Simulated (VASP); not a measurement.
# AlN (Cm) in VASP: a series of runs, part 2 of 2

VASP 6.6.1.

### Step 3. Single point, PBEsol

This run uses another cell than the first one, of 11.72 Å³/atom.

Input file INCAR:

```
SYSTEM = AlN
ALGO     = Normal         ! electronic algorithm
EDIFF    = 1E-6           ! SCF threshold, eV
ENCUT    = 520            ! plane-wave cutoff, eV
GGA      = PS             ! functional
ISIF     = 2              ! what is computed and relaxed
ISMEAR   = 0              ! smearing method
ISYM     = 0            
LASPH    = .TRUE.         ! aspherical terms in the spheres
LCHARG   = .TRUE.         ! write CHGCAR
LELF     = .TRUE.         ! ELF
LREAL    = .FALSE.        ! projectors in reciprocal space
LVHAR    = .TRUE.       
LWAVE    = .FALSE.        ! write WAVECAR
NBANDS   = 26             ! bands
NELM     = 80             ! most SCF steps
PREC     = Accurate       ! precision mode
SIGMA    = 0.05           ! smearing width, eV
```

Input file KPOINTS:

```
k-points
0
G
  8 8 3
  0 0 0
```

Input file POSCAR:

```
AlN
1.0
   -3.1135599822      0.0000000000      0.0000000000
   -1.5567799911     -2.6964220408      0.0000000000
   -0.7783899956     -1.3482110204     11.1667009506
Al N
4 4
Direct
    0.3333333333     -0.0703190733      0.8073048133
    0.3333333333      0.1528153375      0.3610359916
    0.6666666667      0.5977158763      0.1379015808
    0.6666666667      0.3745814654      0.5841704025
    0.3333333333      0.2907169183      0.0852328300
    0.3333333333      0.0675825075      0.5315016517
    0.6666666667      0.5124830462      0.3083672409
    0.6666666667      0.2893486354      0.7546360626
```

Potentials or basis: VASP PAW PBE potentials, release 64 (Al, N).

On the command line:

```bash
> cat potpaw_PBE.64/Al/POTCAR potpaw_PBE.64/N/POTCAR > POTCAR
> mpirun -np 1 vasp_std > vasp.out
```

OUTCAR:

```text
SYSTEM = AlN
   EDIFF = 1E-6
   ENCUT = 520
   GGA = PS
   ISIF = 2
   ISMEAR = 0
   ISYM = 0
   LASPH = .TRUE.
   LREAL = .FALSE.
   NELM = 80
   PREC = Accurate

 ion  position               nearest neighbor table
   1  0.333  0.930  0.807-   8 1.89   8 1.89   8 1.89   4 3.07   4 3.07   4 3.07
   2  0.333  0.153  0.361-   7 1.89   7 1.89   7 1.89   6 1.90   3 3.07   3 3.07   3 3.07   4 3.07
                             4 3.07   4 3.07
   3  0.667  0.598  0.138-   5 1.89   5 1.89   5 1.89   7 1.90   2 3.07   2 3.07   2 3.07
   4  0.667  0.375  0.584-   6 1.89   6 1.89   6 1.89   8 1.90   1 3.07   1 3.07   1 3.07   2 3.07
                             2 3.07   2 3.07
   5  0.333  0.291  0.085-   3 1.89   3 1.89   3 1.89
[... 895 lines left out ...]
  in kB      -14.5747790    -23.7159983    -77.7037346     -7.9159991     -3.8473582      6.6613827
  external PRESSURE =     -38.6648373 kB  Pullay stress =       0.0000000 kB

 VOLUME and BASIS-vectors are now :
 -----------------------------------------------------------------------------
  energy-cutoff  :      520.00
  volume of cell :       93.75
      direct lattice vectors                 reciprocal lattice vectors
    -3.113559982  0.000000000  0.000000000    -0.321175762  0.185430913 -0.000000000
    -1.556779991 -2.696422041  0.000000000     0.000000000 -0.370861825 -0.044775982
    -0.778389996 -1.348211020 11.166700951     0.000000000  0.000000000  0.089551964

 POSITION                                       TOTAL-FORCE (eV/Angst)
 -----------------------------------------------------------------------------------
     -3.11356     -3.59523      9.01493         0.032365     -0.018676      0.726257
     -1.55678     -0.89881      4.03158         0.000016     -0.000002     -1.274892
     -3.11356     -1.79761      1.53991        -0.029189      0.016855     -2.202979
     -3.11356     -1.79761      6.52326        -0.014020      0.008104     -1.234928
     -1.55678     -0.89881      0.95177         0.097083     -0.056001      0.364698
     -1.55678     -0.89881      5.93512        -0.006203      0.003354      1.176141
     -3.11356     -1.79761      3.44344         0.010260     -0.005879      1.322896
     -3.11356     -1.79761      8.42680        -0.090312      0.052246      1.122808
 -----------------------------------------------------------------------------------
    total drift:                                0.000037      0.000040     -0.001131

  FREE ENERGIE OF THE ION-ELECTRON SYSTEM (eV)
  ---------------------------------------------------
  free  energy   TOTEN  =       -59.9059449210 eV

  energy  without entropy=      -59.9059440561  energy(sigma->0) =      -59.90594449
```

OSZICAR:

```text
N       E                     dE             d eps       ncg     rms          rms(c)
DAV:   1     0.114502320916E+03    0.11450E+03   -0.14575E+04  5096   0.110E+03
DAV:   2    -0.589847978210E+02   -0.17349E+03   -0.16093E+03  6764   0.223E+02
DAV:   3    -0.702565417160E+02   -0.11272E+02   -0.11194E+02  6840   0.596E+01
DAV:   4    -0.703894262985E+02   -0.13288E+00   -0.13278E+00  6332   0.732E+00
DAV:   5    -0.703917874405E+02   -0.23611E-02   -0.23605E-02  6790   0.968E-01    0.169E+01
DAV:   6    -0.602363297684E+02    0.10155E+02   -0.30676E+01  6600   0.288E+01    0.630E+00
DAV:   7    -0.600495136576E+02    0.18682E+00   -0.16481E+00  6808   0.755E+00    0.416E+00
DAV:   8    -0.599182380455E+02    0.13128E+00   -0.40617E-01  6608   0.412E+00    0.863E-01
DAV:   9    -0.599082934299E+02    0.99446E-02   -0.60578E-02  6688   0.151E+00    0.479E-01
DAV:  10    -0.599060840489E+02    0.22094E-02   -0.48243E-03  6510   0.550E-01    0.267E-01
DAV:  11    -0.599060801439E+02    0.39050E-05   -0.23312E-03  6512   0.286E-01    0.917E-02
DAV:  12    -0.599059415607E+02    0.13858E-03   -0.29753E-04  6888   0.173E-01    0.259E-02
DAV:  13    -0.599059487773E+02   -0.72166E-05   -0.10742E-04  5824   0.626E-02    0.181E-02
DAV:  14    -0.599059462033E+02    0.25739E-05   -0.36598E-05  6744   0.357E-02    0.789E-03
DAV:  15    -0.599059449593E+02    0.12440E-05   -0.47116E-06  6632   0.165E-02    0.383E-03
DAV:  16    -0.599059449210E+02    0.38274E-07   -0.10339E-06  3200   0.618E-03
   1 F= -.59905945E+02 E0= -.59905944E+02  d E =-.864906E-06
```

stdout:

```text
POSCAR found type information on POSCAR AlN
 POSCAR found :  2 types and       8 ions
 scaLAPACK will be used
 -----------------------------------------------------------------------------
|                                                                             |
|                                                                             |
[... 21 lines left out ...]
|     Results are often still useful ...                                      |
|                                                                             |
 -----------------------------------------------------------------------------

 POSCAR, INCAR and KPOINTS ok, starting setup
 FFT: planning ... GRIDC
 FFT: planning ... GRID_SOFT
 FFT: planning ... GRID
 WAVECAR not read
 entering main loop
```

Wall time 92 s (1 thread of Intel Xeon 6975P-C (Granite Rapids), shared host); peak memory 0.31 GiB.

What came out:

| Item | Value |
| --- | --- |
| Free energy | -59.9059 eV |
| Pressure | -3.9 GPa |
| Largest force | 2.203 eV/Å |
| Band gap on the k mesh | 0.25 eV |

Forces on the atoms (eV/Å):
```
Al   0.032 -0.019  0.726
Al   0.000  0.000 -1.275
Al  -0.029  0.017 -2.203
Al  -0.014  0.008 -1.235
N    0.097 -0.056  0.365
N   -0.006  0.003  1.176
N    0.010 -0.006  1.323
N   -0.090  0.052  1.123
```

Caveat: the cell stands under tension; the PAW data sets were made with another functional, which shifts forces and pressure a little; an odd mesh through Γ misses points on the zone boundary, where band edges can lie.
